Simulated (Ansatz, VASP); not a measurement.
One calculation of Ag2O, two programs

```
Ag O
1.0
     4.75735    0.00000    0.00000
     0.00000    4.75735    0.00000
     0.00000    0.00000    4.75735
Ag O
4 2
Direct
  0.25000 0.25000 0.25000
  0.25000 0.75000 0.75000
  0.75000 0.75000 0.25000
  0.75000 0.25000 0.75000
  0.00000 0.00000 0.00000
  0.50000 0.50000 0.50000
```

Alike in both runs: functional r2SCAN; k mesh 7 × 7 × 7; occupations fermi-dirac, width 0.1 eV; no spin polarisation.

Ansatz relaxed the structure, and its values are those at the end. VASP's run is a single point on that final structure, the one shown.

|  | VASP | Ansatz |
| --- | --- | --- |
| version | VASP 6.6.1 | Ansatz 0.2.0 |
| potentials or method | VASP PAW PBE potentials, release 64 (Ag, O), cutoff 660 eV | PAW plane waves |
| valence electrons in the cell | 56 | 88 |

Ansatz gave:

```
pressure (GPa) : 0.0
```

Problem. Estimate VASP's values.

Solution. Pressure (GPa): -0.2.

VASP's potentials were made for PBE, not for r2SCAN. VASP's potentials hold 56 valence electrons a cell and Ansatz's 88, so a difference there can come from the potentials and not from the codes.
